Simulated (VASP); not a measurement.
A run of VASP 6.6.1:

The input INCAR:

```
SYSTEM = MgO
PREC = Accurate
ENCUT = 520
EDIFF = 1E-6
ISMEAR = 0
SIGMA = 0.02
LREAL = .FALSE.
LASPH = .TRUE.
NELM = 80
ALGO = Normal
ISIF = 2
LWAVE = .FALSE.
LCHARG = .FALSE.
GGA = PE
NBANDS = 26
```

KPOINTS

```
Automatic mesh
0
G
  12 12 4
  0 0 0
```

File POSCAR:

```
MgO
1.0
    2.9819920370      0.0000000000      0.0000000000
   -1.4909960185      2.5824808579      0.0000000000
    0.0000000000      0.0000000000     10.0777084887
Mg O
4 4
Direct
    0.6666666667      0.3333333333      0.8780532827
    0.3333333333      0.6666666667      0.1219467173
    0.3333333333      0.6666666667      0.3780532827
    0.6666666667      0.3333333333      0.6219467173
    0.0000000000      0.0000000000      0.0000000000
    0.0000000000      0.0000000000      0.5000000000
    0.6666666667      0.3333333333      0.2500000000
    0.3333333333      0.6666666667      0.7500000000
```

Potentials or basis: VASP PAW PBE potentials, release 64 (Mg, O).

The run is started by

```sh
$ cat potpaw_PBE.64/Mg/POTCAR potpaw_PBE.64/O/POTCAR > POTCAR
$ mpirun -np 1 vasp_std > vasp.out
```

Hardware: 1 thread of Intel(R) Xeon(R) 6975P-C (Granite Rapids), with other jobs on the host.

Q: Estimate the wall time of this run.

A: Wall time 50 s on 1 thread of Intel(R) Xeon(R) 6975P-C (Granite Rapids), with other jobs on the host, peak memory 0.24 GiB. Counts: scf iterations 13, k points 57.
